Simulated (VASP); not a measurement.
A run of VASP 6.6.1 is set up as follows.

INCAR

```
SYSTEM = B
PREC = Accurate
ENCUT = 520
EDIFF = 1E-6
ISMEAR = 0
SIGMA = 0.1
LREAL = .False.
LASPH = .True.
NELM = 80
ALGO = Normal
ISIF = 2
LWAVE = .False.
LCHARG = .False.
GGA = PS
NBANDS = 8
```

Contents of KPOINTS:

```
regular mesh
0
Gamma
  12 12 12
  0 0 0
```

The input POSCAR:

```
B
1.0
   -1.0608405422      1.0608405422      1.6139141281
    1.0608405422     -1.0608405422      1.6139141281
    1.0608405422      1.0608405422     -1.6139141281
B
1
Direct
    0.0000000000      0.0000000000      0.0000000000
```

Potentials or basis: VASP PAW PBE potentials, release 64 (B).

Command:

```console
$ cat potpaw_PBE.64/B/POTCAR > POTCAR
$ mpirun -np 1 vasp_std > vasp.out
```

(1) Estimate the pressure.

## Answers

(1) -38.7 GPa.

Caveat: the PAW data sets were made with another functional, which shifts forces and pressure a little.
